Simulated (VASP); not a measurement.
Runs of VASP 6.6.1 on W. The structure is that of space group Fm-3m (No. 225), or close to it. The cells are those of the table. This isn't the form of W at room conditions, which is bcc.

| cell | gap on the mesh (eV) | pressure (GPa) |
| --- | --- | --- |
| a = 2.822 Å, angles 60.0°, 1 atom | none | 1.7 |
| a = 2.895 Å, angles 60.0°, 1 atom | none | (b) |
| a = 2.964 Å, angles 60.0°, 1 atom | none | (a) |
| a = 2.871 Å, angles 60.0°, 1 atom | none | -12.6 |
| a = 2.797 Å, angles 60.0°, 1 atom | none | 10.5 |

Alike in all rows: task single point; level PBEsol; potentials or basis VASP PAW PBE potentials, release 64 (W_sv); no spin polarisation; k mesh 12 × 12 × 12; cutoff (eV) 520; smearing fermi-dirac 0.05 eV.

Task: Estimate the missing entries.

Result: (a) -31.8; (b) -18.4.

Caveats: the PAW data sets were made with another functional, which shifts forces and pressure a little; spin-orbit coupling is left out, which moves the levels of the heavy elements; the cell stands under tension (at least some runs); the cell stands under pressure (at least some runs).

A k mesh can miss the band edges, and the runs leave out spin-orbit coupling on W.

A gap of «none» marks levels without a gap at the run's occupations.
